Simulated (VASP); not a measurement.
# ZrMo2C2 (P4/mmm) in VASP: a series of runs, part 2 of 3

VASP 6.6.1. The steps go on from the part before.

**3. Relaxation of cell and atoms, PBE**

This run uses another cell than the first one, of 16.63 Å³/atom.

Input file INCAR:

```
  PREC = Accurate
  ENCUT = 600
  EDIFF = 1E-7
  ISMEAR = 0
  SIGMA = 0.1
  LREAL = F
  LASPH = T
  NELM = 80
  ALGO = Normal
  ISIF = 3
  LWAVE = F
  LCHARG = F
  GGA = PE
  IBRION = 2
  NSW = 90
  EDIFFG = -0.04
```

Input file KPOINTS:

```
regular mesh
0
Gamma
  4 4 4
```

Input file POSCAR:

```
ZrMo2C2
1.0
    4.3890225400      0.0000000000      0.0000000000
    0.0000000000      4.3890225400      0.0000000000
    0.0000000000      0.0000000000      4.3152035200
Zr Mo C
1 2 2
Direct
    0.0000000000      0.0000000000      0.0000000000
    0.5000000000      0.0000000000      0.5000000000
    0.0000000000      0.5000000000      0.5000000000
    0.5000000000      0.5000000000      0.7559399300
    0.5000000000      0.5000000000      0.2440600700
```

Potentials or basis: VASP PAW PBE potentials, release 64 (Zr_sv, Mo_sv, C).

On the command line:

```
cat potpaw_PBE.64/Zr_sv/POTCAR potpaw_PBE.64/Mo_sv/POTCAR potpaw_PBE.64/C/POTCAR > POTCAR
mpirun -np 1 vasp_std > vasp.out
```

OUTCAR:

```text
PREC = Accurate
   ENCUT = 600
   EDIFF = 1E-7
   ISMEAR = 0
   LREAL = F
   LASPH = T
   NELM = 80
   ISIF = 3
   GGA = PE
   IBRION = 2
   NSW = 90
   EDIFFG = -0.04

 ion  position               nearest neighbor table
   1  0.000  0.000  0.000-   2 3.08   3 3.08   2 3.08   3 3.08   3 3.08   3 3.08   2 3.08   2 3.08

   2  0.500  0.000  0.500-   4 2.46   5 2.46   4 2.46   5 2.46   1 3.08   1 3.08   1 3.08   1 3.08
                             3 3.10   3 3.10   3 3.10   3 3.10
   3  0.000  0.500  0.500-   4 2.46   5 2.46   4 2.46   5 2.46   1 3.08   1 3.08   1 3.08   1 3.08
                             2 3.10   2 3.10   2 3.10   2 3.10
   4  0.500  0.500  0.756-   2 2.46   3 2.46   2 2.46   3 2.46
   5  0.500  0.500  0.244-   2 2.46   3 2.46   2 2.46   3 2.46

  LATTYP: Found a simple tetragonal cell.
 ALAT       =     4.3890225400
 C/A-ratio  =     0.9831809886

  Lattice vectors:

 A1 = (   4.3890225400,   0.0000000000,   0.0000000000)
 A2 = (   0.0000000000,   4.3890225400,   0.0000000000)
 A3 = (   0.0000000000,   0.0000000000,   4.3152035200)

Analysis of symmetry for initial positions (statically):
=====================================================================
 Subroutine PRICEL returns:
 Original cell was already a primitive cell.

 Routine SETGRP: Setting up the symmetry group for a
 simple tetragonal supercell.

[... 164 lines left out ...]
  ---------------------------------------------------
  free energy    TOTEN  =       -42.89633895 eV

  energy without entropy =      -42.87139791  energy(sigma->0) =      -42.88386843

 E-fermi :   7.5862     XC(G=0): -11.4502

 val. band max:        7.5246969495   @ k =   0.0000   0.0000   0.2500
 cond. band min:       7.6161532007   @ k =   0.5000   0.2500   0.5000
 fundamental gap:      0.0914562512
 Fermi energy:         7.5862099005

 k-point     1 :       0.0000    0.0000    0.0000
  band No.  band energies     occupation
      1     -53.2033      2.00000
      2     -53.1556      2.00000
      3     -41.6620      2.00000
      4     -27.3682      2.00000
      5     -27.3682      2.00000
      6     -27.2659      2.00000
[... 657 lines left out ...]
  FREE ENERGIE OF THE ION-ELECTRON SYSTEM (eV)
  ---------------------------------------------------
  free  energy   TOTEN  =       -45.6081885049 eV

  energy  without entropy=      -45.5911217385  energy(sigma->0) =      -45.59965512

[... ionic steps 4 to 18 ...]

--------------------------------------- Ionic step       19  -------------------------------------------

 number of electron      47.9999998 magnetization

------------------------ aborting loop because EDIFF is reached ----------------------------------------
[... 73 lines left out ...]
--------------------------------------- Ionic step       21  -------------------------------------------

 number of electron      47.9999998 magnetization

 Free energy of the ion-electron system (eV)
  ---------------------------------------------------
  ext. energy  EPLUGINS =         0.00000000
  ---------------------------------------------------
  free energy    TOTEN  =       -47.98843172 eV

  energy without entropy =      -47.96386377  energy(sigma->0) =      -47.97614775

 E-fermi :  12.3077     XC(G=0): -13.0625

 val. band max:       12.2433179968   @ k =   0.2500   0.0000   0.2500
 cond. band min:      12.3111518368   @ k =   0.2500   0.0000   0.5000
 fundamental gap:      0.0678338401
 Fermi energy:        12.3076589620

 k-point     1 :       0.0000    0.0000    0.0000
  band No.  band energies     occupation
      1     -48.9008      2.00000
      2     -48.4526      2.00000
      3     -36.9653      2.00000
      4     -23.5645      2.00000
      5     -23.5645      2.00000
      6     -23.0843      2.00000
[... 579 lines left out ...]
  FREE ENERGIE OF THE ION-ELECTRON SYSTEM (eV)
  ---------------------------------------------------
  free  energy   TOTEN  =       -47.9884317208 eV

  energy  without entropy=      -47.9638637719  energy(sigma->0) =      -47.97614775

 reached required accuracy - stopping structural energy minimisation
```

CONTCAR:

```text
ZrMo2C2
   1.00000000000000
     3.6328102616857092    0.0000000000000000    0.0000000000000000
     0.0000000000000000    3.6328102616857092   -0.0000000000000000
    -0.0000000000000000    0.0000000000000000    4.6129138264202494
  Zr              Mo              C
     1     2     2
Direct
     0.0000000000000000    0.0000000000000000    0.0000000000000000
     0.5000000000000000    0.0000000000000000    0.5000000000000000
     0.0000000000000000    0.5000000000000000    0.5000000000000000
     0.5000000000000000    0.5000000000000000    0.8358959541849244
     0.5000000000000000    0.5000000000000000    0.1641040458150756

  0.00000000E+00  0.00000000E+00  0.00000000E+00
  0.00000000E+00  0.00000000E+00  0.00000000E+00
  0.00000000E+00  0.00000000E+00  0.00000000E+00
  0.00000000E+00  0.00000000E+00  0.00000000E+00
  0.00000000E+00  0.00000000E+00  0.00000000E+00
```

Wall time 28 min (1 thread of Intel Xeon 8259CL, shared host); peak memory 0.22 GiB.

Results:

| Quantity | Value |
| --- | --- |
| Free energy | -47.9884 eV |
| Relaxed volume | 12.18 Å³/atom |
| Relaxed cell | a = 3.633 Å, b = 3.633 Å, c = 4.613 Å, α = 90.00°, β = 90.00°, γ = 90.00° |
| Space group after relaxing (to 0.1 Å) | P4/mmm (No. 123) |
| Energy gained by relaxing | 1018.4 meV/atom |
| Ionic steps | 21 |
| Pressure after relaxing | -0.1 GPa |
| Largest force after relaxing | 0.029 eV/Å |
| Band gap on the k mesh | zero (bands 24 and 25 overlap by 1.14 eV) |

Forces on the atoms (eV/Å):
```
Zr   0.000  0.000  0.000
Mo   0.000  0.000  0.000
Mo   0.000  0.000  0.000
C    0.000  0.000  0.029
C    0.000  0.000 -0.029
```

The path:
| step | energy change (eV) | largest force (eV/Å) | pressure (GPa) | volume (Å³) |
| --- | --- | --- | --- | --- |
| 1 | 0.0000 | 0.1594 | -33.54 | 83.13 |
| 2 | 2.1657 | 7.3397 | 127.50 | 47.77 |
| 3 | -2.7118 | 1.3689 | -1.91 | 64.88 |
| 4 | -2.7255 | 1.5142 | 0.88 | 64.10 |
| 5 | -2.7272 | 1.5822 | 2.19 | 63.75 |
| 6 | -3.6315 | 3.0390 | 2.93 | 62.56 |
| 7 | -4.2400 | 1.5543 | 18.74 | 57.48 |
| 8 | -4.6277 | 2.0749 | 6.86 | 59.89 |
| 9 | -4.6357 | 1.9575 | 8.26 | 59.50 |
| 10 | -4.8747 | 0.8200 | -10.07 | 63.43 |
| 11 | -4.8924 | 1.0162 | -7.39 | 62.64 |
| 12 | -4.8709 | 3.6185 | 3.91 | 60.85 |
| 13 | -5.0531 | 0.1902 | -2.78 | 61.62 |
| 14 | -5.0533 | 0.2480 | -2.64 | 61.60 |
| 15 | -5.0534 | 0.3039 | -2.50 | 61.58 |
| 16 | -5.0782 | 0.0505 | 1.56 | 60.47 |
| 17 | -5.0783 | 0.0617 | 1.73 | 60.42 |
| 18 | -5.0918 | 0.0528 | 0.43 | 60.76 |
| 19 | -5.0918 | 0.0521 | 0.44 | 60.75 |
| 20 | -5.0920 | 0.0148 | -0.38 | 60.96 |
| 21 | -5.0921 | 0.0288 | -0.07 | 60.88 |

Final structure:
```cif
data_structure
_symmetry_space_group_name_H-M 'P 1'
_symmetry_Int_Tables_number 1
_cell_length_a 3.6328
_cell_length_b 3.6328
_cell_length_c 4.6129
_cell_angle_alpha 90.000
_cell_angle_beta 90.000
_cell_angle_gamma 90.000
_cell_volume 60.88
loop_
_atom_site_label
_atom_site_type_symbol
_atom_site_fract_x
_atom_site_fract_y
_atom_site_fract_z
_atom_site_occupancy
Zr1 Zr 0.00000 0.00000 0.00000 1
Mo1 Mo 0.50000 0.00000 0.50000 1
Mo2 Mo 0.00000 0.50000 0.50000 1
C1 C 0.50000 0.50000 0.83590 1
C2 C 0.50000 0.50000 0.16410 1
```

Caveat: the k points lie up to 0.43 Å⁻¹ apart in the final cell, too coarse for converged energies and pressures of a metal; the volume moved by over 15 % at a fixed basis, so the end points are rough.

**4. Relaxation of cell and atoms, PBE**

Input file INCAR:

```
SYSTEM = ZrMo2C2
  PREC = Accurate
  ENCUT = 600
  EDIFF = 1E-6
  ISMEAR = 0
  SIGMA = 0.1
  LREAL = .FALSE.
  LASPH = .TRUE.
  NELM = 100
  ALGO = Normal
  ISIF = 3
  LWAVE = .FALSE.
  LCHARG = .FALSE.
  GGA = PE
  IBRION = 2
  NSW = 90
  EDIFFG = -0.04
```

Input file KPOINTS:

```
Automatic mesh
0
G
  6 6 4
  0 0 0
```

Input file POSCAR:

```
ZrMo2C2
1.0
    3.6322355218      0.0000000000      0.0000000000
    0.0000000000      3.6322355218      0.0000000000
    0.0000000000      0.0000000000      4.6089314825
Zr Mo C
1 2 2
Direct
    0.0000000000      0.0000000000      0.0000000000
    0.5000000000      0.0000000000      0.5000000000
    0.0000000000      0.5000000000      0.5000000000
    0.5000000000      0.5000000000      0.8364459235
    0.5000000000      0.5000000000      0.1635540765
```

On the command line:

```
cat potpaw_PBE.64/Zr_sv/POTCAR potpaw_PBE.64/Mo_sv/POTCAR potpaw_PBE.64/C/POTCAR > POTCAR
mpirun -np 1 vasp_std > vasp.out
```

Wall time 5.1 min (1 thread of Intel Xeon 8259CL, shared host); peak memory 0.2 GiB.

The run converged. Its results:

```yaml
Free_energy: -48.0738 eV
Relaxed_volume: 12.15 Å³/atom
Relaxed_cell: a = 3.626 Å, b = 3.626 Å, c = 4.622 Å, α = 90.00°, β = 90.00°, γ = 90.00°
Space_group_after_relaxing_to_0.1_Å: P4/mmm (No. 123)
Energy_gained_by_relaxing: 0.1 meV/atom
Ionic_steps: 4
Pressure_after_relaxing: 0.1 GPa
Largest_force_after_relaxing: 0.022 eV/Å
Band_gap_on_the_k_mesh: zero (bands 24 and 25 overlap by 1.33 eV)
```

Forces in eV/Å, atoms in the order of the input:
```
Zr   0.000  0.000  0.000
Mo   0.000  0.000  0.000
Mo   0.000  0.000  0.000
C    0.000  0.000 -0.022
C    0.000  0.000  0.022
```

The path:
```tsv
step	energy change (eV)	largest force (eV/Å)	pressure (GPa)	volume (Å³)
1	0.0000	0.0027	-0.05	60.81
2	-0.0006	0.0516	-0.03	60.77
3	-0.0007	0.0462	-0.03	60.78
4	-0.0007	0.0217	0.08	60.75
```

Final structure:
```cif
data_structure
_symmetry_space_group_name_H-M 'P 1'
_symmetry_Int_Tables_number 1
_cell_length_a 3.6255
_cell_length_b 3.6255
_cell_length_c 4.6221
_cell_angle_alpha 90.000
_cell_angle_beta 90.000
_cell_angle_gamma 90.000
_cell_volume 60.75
loop_
_atom_site_label
_atom_site_type_symbol
_atom_site_fract_x
_atom_site_fract_y
_atom_site_fract_z
_atom_site_occupancy
Zr1 Zr 0.00000 0.00000 0.00000 1
Mo1 Mo 0.50000 0.00000 0.50000 1
Mo2 Mo 0.00000 0.50000 0.50000 1
C1 C 0.50000 0.50000 0.83695 1
C2 C 0.50000 0.50000 0.16305 1
```

Levels at points of the mesh, in eV from the Fermi level:
| k point | band 22 | band 23 | band 24 | band 25 | band 26 | band 27 |
| --- | --- | --- | --- | --- | --- | --- |
| (0.00, 0.00, 0.00) | -3.22 | -2.76 | 0.31 | 0.31 | 1.86 | 2.45 |
| (0.50, 0.00, 0.00) | -1.32 | -1.08 | -0.46 | -0.39 | 0.69 | 0.92 |
| (0.50, 0.50, 0.00) | -2.59 | -1.42 | 0.13 | 0.13 | 2.13 | 2.19 |
| (0.00, 0.00, 0.50) | -1.37 | -1.37 | -0.06 | -0.06 | 0.41 | 0.70 |
| (0.50, 0.00, 0.50) | -1.95 | -1.63 | -0.95 | -0.02 | 0.42 | 1.29 |
| (0.50, 0.50, 0.50) | -2.81 | -0.24 | -0.24 | 1.28 | 1.69 | 2.06 |

**5. Single point, PBE, collinear spin**

Input file INCAR:

```
ALGO     = Normal         # electronic algorithm
EDIFF    = 1E-7           # SCF threshold, eV
ENCUT    = 520            # plane-wave cutoff, eV
GGA      = PE             # functional
ISIF     = 2              # what is computed and relaxed
ISMEAR   = 0              # smearing method
ISPIN    = 2              # spin polarisation
LASPH    = True           # aspherical terms in the spheres
LCHARG   = False          # write CHGCAR
LMAXMIX  = 4              # l up to which the mixer works
LORBIT   = 11             # projections on sites
LREAL    = False          # projectors in reciprocal space
LWAVE    = False          # write WAVECAR
MAGMOM   = 1 1 1 0 0      # initial moments
NBANDS   = 36             # bands
NELM     = 150            # most SCF steps
PREC     = Accurate       # precision mode
SIGMA    = 0.1            # smearing width, eV
```

Input file KPOINTS:

```
k-points
0
Gamma
  6 6 4
```

Input file POSCAR:

```
ZrMo2C2
1.0
    3.6240971047      0.0000000000      0.0000000000
    0.0000000000      3.6240971047      0.0000000000
    0.0000000000      0.0000000000      4.6211730915
Zr Mo C
1 2 2
Direct
    0.0000000000      0.0000000000      0.0000000000
    0.5000000000      0.0000000000      0.5000000000
    0.0000000000      0.5000000000      0.5000000000
    0.5000000000      0.5000000000      0.8368787657
    0.5000000000      0.5000000000      0.1631212343
```

Potentials or basis: VASP PAW PBE potentials, release 64 (Zr_sv, Mo_sv, C).

On the command line:

```
cat potpaw_PBE.64/Zr_sv/POTCAR potpaw_PBE.64/Mo_sv/POTCAR potpaw_PBE.64/C/POTCAR > POTCAR
mpirun -np 1 vasp_std > vasp.out
```

OUTCAR:

```text
EDIFF = 1E-7
   ENCUT = 520
   GGA = PE
   ISIF = 2
   ISMEAR = 0
   ISPIN = 2
   LASPH = True
   LORBIT = 11
   LREAL = False
   NELM = 150
   PREC = Accurate

 ion  position               nearest neighbor table
   1  0.000  0.000  0.000-   4 2.67   5 2.67   4 2.67   5 2.67   4 2.67   5 2.67   4 2.67   5 2.67
                             3 2.94   3 2.94   2 2.94   2 2.94   3 2.94   2 2.94   3 2.94   2 2.94
   2  0.500  0.000  0.500-   4 2.39   5 2.39   4 2.39   5 2.39   3 2.56   3 2.56   3 2.56   3 2.56
                             1 2.94   1 2.94   1 2.94   1 2.94
   3  0.000  0.500  0.500-   4 2.39   5 2.39   4 2.39   5 2.39   2 2.56   2 2.56   2 2.56   2 2.56
                             1 2.94   1 2.94   1 2.94   1 2.94
[... 2118 lines left out ...]
 POSITION                                       TOTAL-FORCE (eV/Angst)
 -----------------------------------------------------------------------------------
      0.00000      0.00000      0.00000         0.000000      0.000000      0.000000
      1.81205      0.00000      2.31059         0.000000      0.000000      0.000000
      0.00000      1.81205      2.31059         0.000000      0.000000      0.000000
      1.81205      1.81205      3.86736         0.000000     -0.000000     -0.017070
      1.81205      1.81205      0.75381        -0.000000     -0.000000      0.017070
 -----------------------------------------------------------------------------------
    total drift:                                0.000000      0.000000      0.000000

  FREE ENERGIE OF THE ION-ELECTRON SYSTEM (eV)
  ---------------------------------------------------
  free  energy   TOTEN  =       -48.0718431132 eV

  energy  without entropy=      -48.0568185146  energy(sigma->0) =      -48.06433081

 total charge

# of ion       s       p       d       tot
------------------------------------------
    1        2.158   5.987   1.695   9.841
    2        2.350   6.201   4.181  12.731
    3        2.350   6.201   4.181  12.731
    4        0.828   1.504   0.000   2.331
    5        0.828   1.504   0.000   2.331
--------------------------------------------------
tot          8.513  21.396  10.056  39.966

 magnetization (x)

# of ion       s       p       d       tot
------------------------------------------
    1       -0.000  -0.000  -0.000  -0.000
    2        0.000   0.000   0.000   0.000
    3        0.000   0.000   0.000   0.000
    4        0.000   0.000   0.000   0.000
    5        0.000   0.000   0.000   0.000
--------------------------------------------------
tot          0.000   0.000   0.000   0.000
```

OSZICAR:

```text
N       E                     dE             d eps       ncg     rms          rms(c)
DAV:   1     0.495141677370E+03    0.49514E+03   -0.27909E+04  4320   0.137E+03
DAV:   2    -0.313103405476E+02   -0.52645E+03   -0.50567E+03  4856   0.427E+02
DAV:   3    -0.513299631063E+02   -0.20020E+02   -0.19426E+02  6064   0.784E+01
DAV:   4    -0.519405085372E+02   -0.61055E+00   -0.60652E+00  5932   0.100E+01
DAV:   5    -0.519480732867E+02   -0.75647E-02   -0.75616E-02  5312   0.116E+00    0.333E+01
DAV:   6    -0.483602998126E+02    0.35878E+01   -0.10459E+01  5376   0.197E+01    0.113E+01
DAV:   7    -0.481682647830E+02    0.19204E+00   -0.17767E+00  5228   0.703E+00    0.798E+00
DAV:   8    -0.480840666329E+02    0.84198E-01   -0.37724E-01  4676   0.364E+00    0.253E+00
DAV:   9    -0.480717153815E+02    0.12351E-01   -0.35128E-02  5296   0.100E+00    0.543E-01
DAV:  10    -0.480716603031E+02    0.55078E-04   -0.50336E-03  5016   0.456E-01    0.224E-01
DAV:  11    -0.480718038824E+02   -0.14358E-03   -0.45474E-04  5484   0.142E-01    0.858E-02
DAV:  12    -0.480718447009E+02   -0.40818E-04   -0.61054E-05  5320   0.501E-02    0.380E-02
DAV:  13    -0.480718426782E+02    0.20226E-05   -0.10707E-05  4824   0.207E-02    0.126E-02
DAV:  14    -0.480718430704E+02   -0.39219E-06   -0.14767E-06  4828   0.835E-03    0.402E-03
DAV:  15    -0.480718431132E+02   -0.42777E-07   -0.12128E-07  2796   0.253E-03
   1 F= -.48071843E+02 E0= -.48064331E+02  d E =-.150246E-01  mag=     0.0001
```

stdout:

```text
POSCAR found type information on POSCAR ZrMoC
 POSCAR found :  3 types and       5 ions
 scaLAPACK will be used
 LDA part: xc-table for (Slater+PW92), standard interpolation
 POSCAR, INCAR and KPOINTS ok, starting setup
 FFT: planning ... GRIDC
 FFT: planning ... GRID_SOFT
 FFT: planning ... GRID
 WAVECAR not read
 entering main loop
```

Wall time 4.6 min (1 thread of Intel Xeon 8259CL, shared host); peak memory 0.22 GiB.

Results:

| Quantity | Value |
| --- | --- |
| Free energy | -48.0718 eV |
| Pressure | 0.5 GPa |
| Largest force | 0.017 eV/Å |
| Band gap on the k mesh | zero (filled and empty bands overlap) |
| Net moment | 0.00 μB per cell |
| Valence electrons inside the program's atomic spheres | Zr 9.84; Mo 12.73; C 2.33 |

Forces in eV/Å, atoms in the order of the input:
```
Zr   0.000  0.000  0.000
Mo   0.000  0.000  0.000
Mo   0.000  0.000  0.000
C    0.000  0.000 -0.017
C    0.000  0.000  0.017
```

(Part 2 of 3 ends here.)

The gap in the log of VASP goes by the Fermi energy; the results here count the filled bands.